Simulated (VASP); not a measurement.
A run of VASP 6.6.1:

The input INCAR:

```
  PREC = Accurate
  ENCUT = 520
  EDIFF = 1E-6
  ISMEAR = -1
  SIGMA = 0.05
  LREAL = F
  LASPH = T
  NELM = 100
  ALGO = Normal
  ISIF = 2
  LWAVE = F
  LCHARG = T
  GGA = PS
  LELF = T
  LVHAR = T
  NBANDS = 32
```

KPOINTS

```
regular mesh
0
Gamma
  8 8 8
```

The input POSCAR:

```
Bi2Se3
1.0
    2.0987597050      1.2117194806      9.6709442292
   -2.0987597050      1.2117194806      9.6709442292
    0.0000000000     -2.4234389614      9.6709442292
Bi Se
2 3
Direct
    0.5992000000      0.5992000000      0.5992000000
    0.4008000000      0.4008000000      0.4008000000
    0.7883000000      0.7883000000      0.7883000000
    0.2117000000      0.2117000000      0.2117000000
    0.0000000000      0.0000000000      0.0000000000
```

Potentials or basis: VASP PAW PBE potentials, release 64 (Bi_d, Se).

Run with:

```bash
$ cat potpaw_PBE.64/Bi_d/POTCAR potpaw_PBE.64/Se/POTCAR > POTCAR
$ mpirun -np 1 vasp_std > vasp.out
```

Hardware: 1 thread of Intel(R) Xeon(R) 6975P-C (Granite Rapids) (shared host).

**Question.** How long does it take, and how much memory?

**Answer.** It took 14 min on 1 thread of Intel(R) Xeon(R) 6975P-C (Granite Rapids), with other jobs on the host, peak memory 1 GiB. Counts: scf iterations 13, k points 65.
